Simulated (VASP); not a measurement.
A run of VASP 6.6.1 is set up as follows.

Contents of INCAR:

```
SYSTEM = WC
PREC = Accurate
ENCUT = 600
EDIFF = 1E-6
ISMEAR = -1
SIGMA = 0.05
LREAL = .False.
LASPH = .True.
NELM = 60
ALGO = Normal
ISIF = 3
LWAVE = .False.
LCHARG = .False.
GGA = CA
IBRION = 2
NSW = 80
EDIFFG = -0.02
```

KPOINTS

```
regular mesh
0
Gamma
  10 10 9
  0 0 0
```

The input POSCAR:

```
WC
1.0
    2.9065000000      0.0000000000      0.0000000000
   -1.4532500000      2.5171028361      0.0000000000
    0.0000000000      0.0000000000      2.8366000000
W C
1 1
Direct
    0.0000000000      0.0000000000      0.0000000000
    0.6666666667      0.3333333333      0.5000000000
```

Potentials or basis: VASP PAW LDA potentials, release 64 (W_sv, C).

Command:

```sh
$ cat potpaw_LDA.64/W_sv/POTCAR potpaw_LDA.64/C/POTCAR > POTCAR
$ mpirun -np 1 vasp_std > vasp.out
```

Question: What does it give for the relaxed volume?

Answer: 10.20 Å³/atom.

Question: Predict the space group after relaxing (to 0.05 Å).

Answer: P-6m2 (No. 187).

Question: Predict the relaxed cell.

Answer: a = 2.891 Å, b = 2.891 Å, c = 2.817 Å, α = 90.00°, β = 90.00°, γ = 120.00°.

Question: Predict the band gap on the k mesh.

Answer: Zero (band 9 reaches 11.91 eV, above the bottom of band 10 at 10.64 eV).

Stress tensor (GPa, compression positive):
```
-0.29  0.00  0.00
 0.00 -0.29  0.00
 0.00  0.00  0.00
```

Caveat: spin-orbit coupling is left out, which moves the levels of the heavy elements. LDA usually gives volumes a few per cent too small.
